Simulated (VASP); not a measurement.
# Al (Fm-3m) in VASP: a series of runs

The runs below take Al through single point, relaxation of cell and atoms, with PBE.

All numbers are computed with VASP 6.6.1; they aren't measurements. Logs are shortened: lines on timing, memory, paths and dates and some standing lists are left out, and cuts for length are marked.

### Step 1. The cell of the first run

The structure is cubic, space group Fm-3m (No. 225). Conventional cell: a = 3.905 Å, b = 3.905 Å, c = 3.905 Å, α = 90.00°, β = 90.00°, γ = 90.00°. Al (site symmetry m-3m) has 12 Al at 2.76 Å within 3.6 Å.

### Step 2. Single point, PBE

Input file INCAR:

```
PREC     = Accurate       # precision mode
ENCUT    = 500            # plane-wave cutoff, eV
EDIFF    = 1E-6           # SCF threshold, eV
ISMEAR   = -1             # smearing method
SIGMA    = 0.15           # smearing width, eV
LREAL    = F              # projectors in reciprocal space
LASPH    = T              # aspherical terms in the spheres
NELM     = 120            # most SCF steps
ALGO     = Normal         # electronic algorithm
ISIF     = 2              # what is computed and relaxed
LWAVE    = F              # write WAVECAR
LCHARG   = T              # write CHGCAR
GGA      = PE             # functional
LELF     = T              # ELF
LVHAR    = T            
NBANDS   = 8              # bands
GGA_COMPAT= F
```

Input file KPOINTS:

```
Automatic mesh
0
Gamma
  14 14 14
```

Input file POSCAR:

```
Al
1.0
    2.7614019520      0.0000000000      0.0000000000
    1.3807009760      2.3914442405      0.0000000000
    1.3807009760      0.7971480802      2.2546752524
Al
1
Direct
    0.0000000000      0.0000000000      0.0000000000
```

Potentials or basis: VASP PAW PBE potentials, release 64 (Al).

Launch:

```console
cat potpaw_PBE.64/Al/POTCAR > POTCAR
mpirun -np 1 vasp_std > vasp.out
```

OUTCAR:

```text
PREC = Accurate
   ENCUT = 500
   EDIFF = 1E-6
   ISMEAR = -1
   LREAL = F
   LASPH = T
   NELM = 120
   ISIF = 2
   GGA = PE

 ion  position               nearest neighbor table
   1  0.000  0.000  0.000-

  LATTYP: Found a face centered cubic cell.
 ALAT       =     3.9052120917

  Lattice vectors:

 A1 = (   2.7614019520,   0.0000000000,   0.0000000000)
 A2 = (   1.3807009760,   2.3914442405,   0.0000000000)
 A3 = (   1.3807009760,   0.7971480802,   2.2546752524)

Analysis of symmetry for initial positions (statically):
=====================================================================
 Subroutine PRICEL returns:
 Original cell was already a primitive cell.

 Routine SETGRP: Setting up the symmetry group for a
 face centered cubic supercell.

 Subroutine GETGRP returns: Found 48 space group operations
 (whereof 48 operations were pure point group operations)
 out of a pool of 48 trial point group operations.

The static configuration has the point symmetry O_h .

Analysis of symmetry for dynamics (positions and initial velocities):
=====================================================================
 Subroutine PRICEL returns:
 Original cell was already a primitive cell.

 Routine SETGRP: Setting up the symmetry group for a
 face centered cubic supercell.

 Subroutine GETGRP returns: Found 48 space group operations
 (whereof 48 operations were pure point group operations)
 out of a pool of 48 trial point group operations.

The dynamic configuration has the point symmetry O_h .

 Subroutine INISYM returns: Found 48 space group operations
 (whereof 48 operations are pure point group operations),
 and found     1 'primitive' translations

----------------------------------------------------------------------------------------

                                     Primitive cell

  volume of cell :      14.8893

  direct lattice vectors                    reciprocal lattice vectors
     2.761401952  0.000000000  0.000000000     0.362134893 -0.209078678 -0.147840951
     1.380700976  2.391444240  0.000000000     0.000000000  0.418157356 -0.147840951
     1.380700976  0.797148080  2.254675252     0.000000000  0.000000000  0.443522853

  length of vectors
     2.761401952  2.761401952  2.761401952     0.443522853  0.443522853  0.443522853

  position of ions in fractional coordinates (direct lattice)
     0.000000000  0.000000000  0.000000000

  ion indices of the primitive-cell ions
   primitive index   ion index
                 1           1

----------------------------------------------------------------------------------------

 KPOINTS: Automatic mesh

Automatic generation of k-mesh.
 Grid dimensions read from file:
 generate k-points for:   14   14   14

 Generating k-lattice:

  Cartesian coordinates                     Fractional coordinates (reciprocal lattice)
     0.025866778 -0.014934191 -0.010560068     0.071428571  0.000000000  0.000000000
     0.000000000  0.029868383 -0.010560068     0.000000000  0.071428571  0.000000000
     0.000000000  0.000000000  0.031680204     0.000000000  0.000000000  0.071428571

  Length of vectors
     0.031680204  0.031680204  0.031680204

  Shift w.r.t. Gamma in fractional coordinates (k-lattice)
     0.000000000  0.000000000  0.000000000

 Subroutine IBZKPT returns following result:
 ===========================================

 Found    104 irreducible k-points:

 Following reciprocal coordinates:
            Coordinates               Weight
  0.000000  0.000000  0.000000      1.000000
  0.071429 -0.000000 -0.000000      8.000000
  0.142857 -0.000000 -0.000000      8.000000
  0.214286 -0.000000 -0.000000      8.000000
  0.285714 -0.000000 -0.000000      8.000000
  0.357143  0.000000 -0.000000      8.000000
[... 16 lines left out ...]
  0.214286  0.142857 -0.000000     24.000000
  0.285714  0.142857  0.000000     24.000000
 [... further k-points ...]
   k-points           NKPTS =    104   k-points in BZ     NKDIM =    104   number of bands    NBANDS=      8
   number of dos      NEDOS =    301   number of ions     NIONS =      1
   total plane-waves  NPLWV =   8000
   dimension x,y,z NGX =    20 NGY =   20 NGZ =   20
   dimension x,y,z NGXF=    40 NGYF=   40 NGZF=   40
   ions per type =               1
   NGX,Y,Z   is equivalent  to a cutoff of  12.04, 12.04, 12.04 a.u.
   NGXF,Y,Z  is equivalent  to a cutoff of  24.08, 24.08, 24.08 a.u.
 SYSTEM =  unknown system
   PREC   = accura    normal or accurate (medium, high low for compatibility)
   ISTART =      0    job   : 0-new  1-cont  2-samecut
   ICHARG =      2    charge: 1-file 2-atom 10-const
   ISPIN  =      1    spin polarized calculation?
   LNONCOLLINEAR =      F non collinear calculations
   LSORBIT =      F    spin-orbit coupling
   LASPH  =      T    aspherical Exc in radial PAW
   ENCUT  =  500.0 eV  36.75 Ry    6.06 a.u.   5.03  5.03  5.03*2*pi/ulx,y,z
   NELM   =    120;   NELMIN=  2; NELMDL= -5     # of ELM steps
   EDIFF  = 0.1E-05   stopping-criterion for ELM
   LREAL  =      F    real-space projection
   EDIFFG = 0.1E-04   stopping-criterion for IOM
   NSW    =      0    number of steps for IOM
   IBRION =     -1    ionic relax: 0-MD 1-quasi-New 2-CG
   NFREE  =      0    steps in history (QN), initial steepest desc. (CG)
   ISIF   =      2    stress and relaxation
   ISYM   =      2    0-nonsym 1-usesym 2-fastsym
   POTIM  = 0.5000    time-step for ionic-motion
   TEBEG  =    0.0;   TEEND  =   0.0 temperature during run
   PSTRESS=    0.0 pullay stress
   NELECT =       3.0000    total number of electrons
   NUPDOWN=      -1.0000    fix difference up-down
   EMIN   =  10.00;   EMAX   =-10.00  energy-range for DOS
   EFERMI =   0.00;   METHOD = LEGACY
   ISMEAR =    -1;   SIGMA  =   0.15  broadening in eV -4-tet -1-fermi 0-gaus
   EFERMI_NEDOS =   21; number of points for ismear=-14 and -15
   IALGO  =     38    algorithm
   IMIX   =      4    mixing-type and parameters
     AMIX     =   0.40;   BMIX     =  1.00
     AMIX_MAG =   1.60;   BMIX_MAG =  1.00
  volume/ion in A,a.u.               =      14.89       100.48
  Fermi-wavevector in a.u.,A,eV,Ry     =   0.959748  1.813661 12.532551  0.921117
  Thomas-Fermi vector in A             =   2.088972
   LORBIT       =      0    0 simple, 1 ext, 2 COOP (PROOUT), +10 PAW based schemes
   GGA     = PE    functional components
   LHFCALC =     F    Hartree Fock is set to
   AEXX    =    0.0000 exact exchange contribution
   IVDW    =     0    specifies the selected vdW correction
   LEPSILON=     F    determine dielectric tensor
   LRPA    =     F    only Hartree local field effects (RPA)
 non-spin polarized calculation
  energy-cutoff  :      500.00
  volume of cell :       14.89
 maximum number of plane-waves:       388
   NGX =  9   NGY =  9   NGZ =  9

 number of electron       3.0000000 magnetization

 Free energy of the ion-electron system (eV)
  ---------------------------------------------------
  ext. energy  EPLUGINS =         0.00000000
  ---------------------------------------------------
  free energy    TOTEN  =        -3.71051851 eV

  energy without entropy =       -3.68094291  energy(sigma->0) =       -3.69573071

 E-fermi :   9.1008     XC(G=0): -10.5743

 val. band max:        8.9927416168   @ k =  -0.3571   0.4286   0.2143
 cond. band min:       9.1038964479   @ k =   0.5000   0.2857   0.0000
 fundamental gap:      0.1111548311
 Fermi energy:         9.1007752343

 k-point     1 :       0.0000    0.0000    0.0000
  band No.  band energies     occupation
      1      -2.7491      2.00000
      2      22.3193      0.00000
      3      22.3193      0.00000
      4      22.3193      0.00000
      5      24.6247      0.00000
      6      24.6247      0.00000
      7      24.6247      0.00000
      8      26.3450      0.00000

 k-point     2 :       0.0714   -0.0000   -0.0000
  band No.  band energies     occupation
      1      -2.6007      2.00000
      2      20.1999      0.00000
      3      21.9631      0.00000
      4      21.9631      0.00000
      5      25.0540      0.00000
      6      25.2193      0.00000
      7      25.2193      0.00000
      8      27.9271      0.00000

 k-point     3 :       0.1429   -0.0000   -0.0000
  band No.  band energies     occupation
      1      -2.1565      2.00000
      2      17.1629      0.00000
      3      21.3820      0.00000
      4      21.3820      0.00000
      5      24.8519      0.00000
      6      26.4071      0.00000
      7      26.4071      0.00000
      8      27.4428      0.00000

 k-point     4 :       0.2143   -0.0000   -0.0000
  band No.  band energies     occupation
      1      -1.4195      2.00000
      2      14.1888      0.00000
      3      20.9260      0.00000
      4      20.9260      0.00000
      5      24.5612      0.00000
      6      25.6157      0.00000
      7      25.6157      0.00000
      8      28.3410      0.00000

 k-point     5 :       0.2857   -0.0000   -0.0000
  band No.  band energies     occupation
      1      -0.3950      2.00000
      2      11.3916      0.00000
      3      20.6738      0.00000
      4      20.6738      0.00000
      5      24.2357      0.00000
      6      24.2357      0.00000
      7      24.3913      0.00000
      8      28.5002      0.00000
[... 177 lines left out ...]
 k-point    22 :       0.1429    0.1429   -0.0000
  band No.  band energies     occupation
      1      -1.9595      2.00000
      2      19.1827      0.00000
      3      19.3061      0.00000
      4      19.3061      0.00000
      5      22.9622      0.00000
      6      23.7727      0.00000
      7      28.7859      0.00000
      8      28.7859      0.00000

 k-point    23 :       0.2143    0.1429   -0.0000
  band No.  band energies     occupation
      1      -1.4195      2.00000
      2      16.4695      0.00000
      3      18.6205      0.00000
      4      19.7440      0.00000
      5      21.7921      0.00000
      6      23.2549      0.00000
      7      29.2437      0.00000
      8      29.5786      0.00000

 k-point    24 :       0.2857    0.1429    0.0000
  band No.  band energies     occupation
      1      -0.5896      2.00000
      2      13.6435      0.00000
      3      18.1784      0.00000
      4      19.5071      0.00000
      5      20.4023      0.00000
      6      24.5513      0.00000
      7      28.5353      0.00000
      8      29.2011      0.00000

 [... further k-points ...]

------------------------ aborting loop because EDIFF is reached ----------------------------------------

  FORCE on cell =-STRESS in cart. coord.  units (eV):
  Direction    XX          YY          ZZ          XY          YZ          ZX
  --------------------------------------------------------------------------------------
  -------------------------------------------------------------------------------------
  Total        0.9263341      0.9263341      0.9263341      0.0000000      0.0000000     -0.0000000
  in kB       99.6791537     99.6791538     99.6791538      0.0000000      0.0000000     -0.0000000
  external PRESSURE =      99.6791538 kB  Pullay stress =       0.0000000 kB

 VOLUME and BASIS-vectors are now :
 -----------------------------------------------------------------------------
  energy-cutoff  :      500.00
  volume of cell :       14.89
      direct lattice vectors                 reciprocal lattice vectors
     2.761401952  0.000000000  0.000000000     0.362134893 -0.209078678 -0.147840951
     1.380700976  2.391444240  0.000000000     0.000000000  0.418157356 -0.147840951
     1.380700976  0.797148080  2.254675252     0.000000000  0.000000000  0.443522853

 POSITION                                       TOTAL-FORCE (eV/Angst)
 -----------------------------------------------------------------------------------
      0.00000      0.00000      0.00000         0.000000      0.000000      0.000000
 -----------------------------------------------------------------------------------
    total drift:                                0.000000     -0.000000      0.000000

  FREE ENERGIE OF THE ION-ELECTRON SYSTEM (eV)
  ---------------------------------------------------
  free  energy   TOTEN  =        -3.7105185123 eV

  energy  without entropy=       -3.6809429073  energy(sigma->0) =       -3.69573071
```

Wall time 5.2 s (1 thread of Intel Xeon 6975P-C (Granite Rapids), shared host); peak memory 0.12 GiB.

Results:

```yaml
Free_energy: -3.7105 eV
Pressure: 10.0 GPa
```

[end of part 1 of 2]
